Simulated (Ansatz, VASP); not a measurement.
InAs: VASP beside Ansatz

```xyz
2
Lattice="0.0000 3.0944 3.0944 3.0944 0.0000 3.0944 3.0944 3.0944 0.0000" Properties=species:S:1:pos:R:3 pbc="T T T"
In    0.0000    0.0000    0.0000
As    1.5472    1.5472    1.5472
```

Alike in both runs: task single point; functional PBE; k mesh 6 × 6 × 6; occupations gaussian, width 0.05 eV; no spin polarisation.

|  | VASP | Ansatz |
| --- | --- | --- |
| version | VASP 6.6.1 | Ansatz 0.2.0 |
| potentials or method | VASP PAW PBE potentials, release 64 (In_d, As), cutoff 500 eV | scalar-relativistic, plane waves, PAW |
| valence electrons in the cell | 18 | 28 |

|  | VASP | Ansatz | Ansatz less VASP |
| --- | --- | --- | --- |
| gap on the k mesh at the Fermi level (eV) | none | none | - |
| pressure (GPa) | 0.0 | 0.0 | -0.05 |

A gap of «none» marks a metal or a gap that the smearing closes. VASP's potentials hold 18 valence electrons a cell and Ansatz's 28, so a difference there can come from the potentials and not from the codes.
